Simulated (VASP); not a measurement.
# TaN (P-6m2) in VASP: single point with LDA

Aim: the single point of TaN with LDA.

Everything below comes from runs of VASP 6.6.1. Logs are shortened: lines on timing, memory, paths and dates and some standing lists are left out, and cuts for length are marked.

## (1) The cell of the first run

It takes space group P-6m2 (No. 187, hexagonal). The conventional cell has a = 2.938 Å, b = 2.938 Å, c = 2.883 Å, α = 90.00°, β = 90.00°, γ = 120.00°. Ta (site symmetry -6m2) has 6 N at 2.23 Å and 8 Ta at 2.88 to 2.94 Å within 3.0 Å. N (site symmetry -6m2) has 6 Ta at 2.23 Å and 8 N at 2.88 to 2.94 Å within 3.0 Å.

## (2) Single point, LDA, collinear spin

The input, INCAR:

```
SYSTEM = TaN
PREC = Accurate
ENCUT = 700
EDIFF = 1E-6
ISMEAR = 0
SIGMA = 0.1
LREAL = .False.
LASPH = .True.
NELM = 200
ALGO = Normal
ISIF = 2
LWAVE = .False.
LCHARG = .False.
ISPIN = 2
MAGMOM = 1 0
LORBIT = 11
LMAXMIX = 4
NBANDS = 20
GGA_COMPAT = .False.
```

The input, KPOINTS:

```
Automatic mesh
0
Gamma
  6 6 6
  0 0 0
```

The input, POSCAR:

```
TaN
1.0
    2.9379988584      0.0000000000      0.0000000000
   -1.4689994292      2.5443816477      0.0000000000
    0.0000000000      0.0000000000      2.8830000000
Ta N
1 1
Direct
    0.3333333333      0.6666666667      0.5000000000
    0.0000000000      0.0000000000      0.0000000000
```

Potentials or basis: VASP PAW LDA potentials, release 64 (Ta_sv_GW, N).

On the command line:

```
$ cat potpaw_LDA.64/Ta_sv_GW/POTCAR potpaw_LDA.64/N/POTCAR > POTCAR
$ mpirun -np 1 vasp_std > vasp.out
```

OUTCAR:

```text
SYSTEM = TaN
   PREC = Accurate
   ENCUT = 700
   EDIFF = 1E-6
   ISMEAR = 0
   LREAL = .False.
   LASPH = .True.
   NELM = 200
   ISIF = 2
   ISPIN = 2
   LORBIT = 11

 ion  position               nearest neighbor table
   1  0.333  0.667  0.500-   2 2.23   2 2.23   2 2.23   2 2.23   2 2.23   2 2.23
   2  0.000  0.000  0.000-   1 2.23   1 2.23   1 2.23   1 2.23   1 2.23   1 2.23

  LATTYP: Found a hexagonal cell.
 ALAT       =     2.9379988584
 C/A-ratio  =     0.9812801635

  Lattice vectors:

 A1 = (   2.9379988584,   0.0000000000,   0.0000000000)
 A2 = (  -1.4689994292,   2.5443816477,   0.0000000000)
 A3 = (   0.0000000000,   0.0000000000,   2.8830000000)

Analysis of symmetry for initial positions (statically):
=====================================================================
 Subroutine PRICEL returns:
 Original cell was already a primitive cell.

 Routine SETGRP: Setting up the symmetry group for a
 hexagonal supercell.

 Subroutine GETGRP returns: Found 12 space group operations
 (whereof 12 operations were pure point group operations)
 out of a pool of 24 trial point group operations.

The static configuration has the point symmetry D_3h.

Analysis of symmetry for dynamics (positions and initial velocities):
=====================================================================
 Subroutine PRICEL returns:
 Original cell was already a primitive cell.

 Routine SETGRP: Setting up the symmetry group for a
 hexagonal supercell.

 Subroutine GETGRP returns: Found 12 space group operations
 (whereof 12 operations were pure point group operations)
 out of a pool of 24 trial point group operations.

The dynamic configuration has the point symmetry D_3h.

Analysis of structural, dynamic, and magnetic symmetry:
=====================================================================
 Subroutine PRICEL returns:
 Original cell was already a primitive cell.

 Routine SETGRP: Setting up the symmetry group for a
 hexagonal supercell.

 Subroutine GETGRP returns: Found 12 space group operations
 (whereof 12 operations were pure point group operations)
 out of a pool of 24 trial point group operations.

The overall configuration has the point symmetry D_3h.

 Subroutine INISYM returns: Found 12 space group operations
 (whereof 12 operations are pure point group operations),
 and found     1 'primitive' translations

----------------------------------------------------------------------------------------

                                     Primitive cell

  volume of cell :      21.5516

  direct lattice vectors                    reciprocal lattice vectors
     2.937998858  0.000000000  0.000000000     0.340367729  0.196511400  0.000000000
    -1.468999429  2.544381648  0.000000000     0.000000000  0.393022800  0.000000000
     0.000000000  0.000000000  2.883000000     0.000000000  0.000000000  0.346860909

  length of vectors
     2.937998858  2.937998858  2.883000000     0.393022800  0.393022800  0.346860909

  position of ions in fractional coordinates (direct lattice)
     0.333333333  0.666666667  0.500000000
     0.000000000  0.000000000  0.000000000

  ion indices of the primitive-cell ions
   primitive index   ion index
                 1           1
                 2           2

----------------------------------------------------------------------------------------

 KPOINTS: Automatic mesh

Automatic generation of k-mesh.
 Grid dimensions read from file:
 generate k-points for:    6    6    6

 Generating k-lattice:

  Cartesian coordinates                     Fractional coordinates (reciprocal lattice)
     0.056727955  0.032751900  0.000000000     0.166666667 -0.000000000  0.000000000
     0.000000000  0.065503800  0.000000000     0.000000000  0.166666667  0.000000000
     0.000000000  0.000000000  0.057810151     0.000000000  0.000000000  0.166666667

  Length of vectors
     0.065503800  0.065503800  0.057810151

  Shift w.r.t. Gamma in fractional coordinates (k-lattice)
     0.000000000  0.000000000  0.000000000

 Subroutine IBZKPT returns following result:
 ===========================================

 Found     28 irreducible k-points:

 Following reciprocal coordinates:
            Coordinates               Weight
  0.000000  0.000000  0.000000      1.000000
  0.166667  0.000000  0.000000      6.000000
  0.333333  0.000000  0.000000      6.000000
  0.500000  0.000000  0.000000      3.000000
  0.166667  0.166667  0.000000      6.000000
  0.333333  0.166667  0.000000     12.000000
[... 16 lines left out ...]
  0.166667  0.000000  0.500000      6.000000
  0.333333  0.000000  0.500000      6.000000
 [... further k-points ...]
   k-points           NKPTS =     28   k-points in BZ     NKDIM =     28   number of bands    NBANDS=     20
   number of dos      NEDOS =    301   number of ions     NIONS =      2
   total plane-waves  NPLWV =  21952
   dimension x,y,z NGX =    28 NGY =   28 NGZ =   28
   dimension x,y,z NGXF=    56 NGYF=   56 NGZF=   56
   ions per type =               1   1
   NGX,Y,Z   is equivalent  to a cutoff of  15.84, 15.84, 16.15 a.u.
   NGXF,Y,Z  is equivalent  to a cutoff of  31.69, 31.69, 32.29 a.u.
 SYSTEM =  TaN
   PREC   = accura    normal or accurate (medium, high low for compatibility)
   ISTART =      0    job   : 0-new  1-cont  2-samecut
   ICHARG =      2    charge: 1-file 2-atom 10-const
   ISPIN  =      2    spin polarized calculation?
   LNONCOLLINEAR =      F non collinear calculations
   LSORBIT =      F    spin-orbit coupling
   LASPH  =      T    aspherical Exc in radial PAW
   ENCUT  =  700.0 eV  51.45 Ry    7.17 a.u.   6.34  6.34  6.22*2*pi/ulx,y,z
   NELM   =    200;   NELMIN=  2; NELMDL= -5     # of ELM steps
   EDIFF  = 0.1E-05   stopping-criterion for ELM
   LREAL  =      F    real-space projection
[... 7 lines left out ...]
   TEBEG  =    0.0;   TEEND  =   0.0 temperature during run
   PSTRESS=    0.0 pullay stress
   NELECT =      18.0000    total number of electrons
   NUPDOWN=      -1.0000    fix difference up-down
   EMIN   =  10.00;   EMAX   =-10.00  energy-range for DOS
   EFERMI =   0.00;   METHOD = LEGACY
   ISMEAR =     0;   SIGMA  =   0.10  broadening in eV -4-tet -1-fermi 0-gaus
   EFERMI_NEDOS =   21; number of points for ismear=-14 and -15
   IALGO  =     38    algorithm
   IMIX   =      4    mixing-type and parameters
     AMIX     =   0.40;   BMIX     =  1.00
     AMIX_MAG =   1.60;   BMIX_MAG =  1.00
  volume/ion in A,a.u.               =      10.78        72.72
  Fermi-wavevector in a.u.,A,eV,Ry     =   1.541722  2.913433 32.339793  2.376908
  Thomas-Fermi vector in A             =   2.647628
   LORBIT       =     11    0 simple, 1 ext, 2 COOP (PROOUT), +10 PAW based schemes
   GGA     = CA    functional components
   LHFCALC =     F    Hartree Fock is set to
   AEXX    =    0.0000 exact exchange contribution
   IVDW    =     0    specifies the selected vdW correction
   LEPSILON=     F    determine dielectric tensor
   LRPA    =     F    only Hartree local field effects (RPA)
 spin polarized calculation
 Gauss-broadening in eV      SIGMA  =   0.10
  energy-cutoff  :      700.00
  volume of cell :       21.55
 maximum number of plane-waves:       922
 NGX is ok and might be reduce to    28
   NGX = 13   NGY = 13   NGZ = 13

 number of electron      17.9999999 magnetization      -0.0016544

 number of electron      17.9999999 magnetization       0.0000492

 Free energy of the ion-electron system (eV)
  ---------------------------------------------------
  ext. energy  EPLUGINS =         0.00000000
  ---------------------------------------------------
  free energy    TOTEN  =       -27.21186782 eV

  energy without entropy =      -27.21037980  energy(sigma->0) =      -27.21112381

 E-fermi :  12.3087     XC(G=0): -13.9761

 val. band max:       12.2759295060   @ k =   0.3333   0.3333   0.0000
 cond. band min:      12.3245815852   @ k =   0.0000   0.0000   0.3333
 fundamental gap:      0.0486520793
 Fermi energy:        12.3086583649

 spin component 1

 k-point     1 :       0.0000    0.0000    0.0000
  band No.  band energies     occupation
      1     -55.9745      1.00000
      2     -22.4962      1.00000
      3     -22.2264      1.00000
      4     -22.2264      1.00000
      5      -5.3865      1.00000
      6       7.5864      1.00000
[... 12 lines left out ...]
     19      34.7169      0.00000
     20      34.7169      0.00000

 k-point     2 :       0.1667    0.0000    0.0000
  band No.  band energies     occupation
      1     -55.9549      1.00000
      2     -22.5062      1.00000
      3     -22.4600      1.00000
      4     -22.2870      1.00000
      5      -4.8407      1.00000
      6       6.2774      1.00000
[... 498 lines left out ...]
 k-point    24 :       0.3333    0.0000    0.5000
  band No.  band energies     occupation
      1     -55.8656      1.00000
      2     -23.2376      1.00000
      3     -22.8762      1.00000
      4     -22.3093      1.00000
      5      -3.2089      1.00000
      6       4.6760      1.00000
[... 12 lines left out ...]
     19      35.7992      0.00000
     20      36.2344      0.00000

 [... further k-points ...]

 spin component 2

 k-point     1 :       0.0000    0.0000    0.0000
  band No.  band energies     occupation
      1     -55.9743      1.00000
      2     -22.4962      1.00000
      3     -22.2264      1.00000
      4     -22.2264      1.00000
      5      -5.3865      1.00000
      6       7.5864      1.00000
[... 12 lines left out ...]
     19      34.7169      0.00000
     20      34.7169      0.00000

 k-point     2 :       0.1667    0.0000    0.0000
  band No.  band energies     occupation
      1     -55.9548      1.00000
      2     -22.5062      1.00000
      3     -22.4600      1.00000
      4     -22.2869      1.00000
      5      -4.8407      1.00000
      6       6.2774      1.00000
[... 498 lines left out ...]
 k-point    24 :       0.3333    0.0000    0.5000
  band No.  band energies     occupation
      1     -55.8654      1.00000
      2     -23.2376      1.00000
      3     -22.8761      1.00000
      4     -22.3092      1.00000
      5      -3.2089      1.00000
      6       4.6760      1.00000
[... 12 lines left out ...]
     19      35.7992      0.00000
     20      36.2345      0.00000

 [... further k-points ...]
[... 5 lines left out ...]
  --------------------------------------------------------------------------------------
  -------------------------------------------------------------------------------------
  Total       -1.3530636     -1.3530636     -1.5536305      0.0000000     -0.0000000      0.0000000
  in kB     -100.5889490   -100.5889490   -115.4994175      0.0000000     -0.0000000      0.0000000
  external PRESSURE =    -105.5591052 kB  Pullay stress =       0.0000000 kB

 VOLUME and BASIS-vectors are now :
 -----------------------------------------------------------------------------
  energy-cutoff  :      700.00
  volume of cell :       21.55
      direct lattice vectors                 reciprocal lattice vectors
     2.937998858  0.000000000  0.000000000     0.340367729  0.196511400  0.000000000
    -1.468999429  2.544381648  0.000000000     0.000000000  0.393022800  0.000000000
     0.000000000  0.000000000  2.883000000     0.000000000  0.000000000  0.346860909

 POSITION                                       TOTAL-FORCE (eV/Angst)
 -----------------------------------------------------------------------------------
     -0.00000      1.69625      1.44150        -0.000000      0.000000      0.000000
      0.00000      0.00000      0.00000         0.000000      0.000000      0.000000
 -----------------------------------------------------------------------------------
    total drift:                                0.000000     -0.000000     -0.000000

  FREE ENERGIE OF THE ION-ELECTRON SYSTEM (eV)
  ---------------------------------------------------
  free  energy   TOTEN  =       -27.2118678248 eV

  energy  without entropy=      -27.2103797984  energy(sigma->0) =      -27.21112381

 total charge

# of ion       s       p       d       f       tot
--------------------------------------------------
    1        3.132   6.061   2.414   0.102  11.710
    2        1.211   2.466   0.000   0.000   3.677
--------------------------------------------------
tot          4.343   8.527   2.414   0.102  15.387

 magnetization (x)

# of ion       s       p       d       f       tot
--------------------------------------------------
    1       -0.000   0.000   0.000  -0.000  -0.000
    2       -0.000   0.000   0.000   0.000  -0.000
--------------------------------------------------
tot         -0.000   0.000   0.000  -0.000  -0.000
```

It took 30 s on 1 thread of Intel Xeon Platinum 8375C at 2.90GHz (Ice Lake), shared host; peak memory 0.18 GiB.

Results:

- Free energy: -27.2119 eV
- Pressure: -10.6 GPa
- Band gap on the k mesh: zero (filled and empty bands overlap)
- Net moment: 0.00 μB per cell
- Valence electrons inside the program's atomic spheres: Ta 11.71; N 3.68

Caveat: the k points lie up to 0.41 Å⁻¹ apart; spin-orbit coupling is left out, which moves the levels of the heavy elements.

The gap in the log of VASP goes by the Fermi energy; the results here count the filled bands.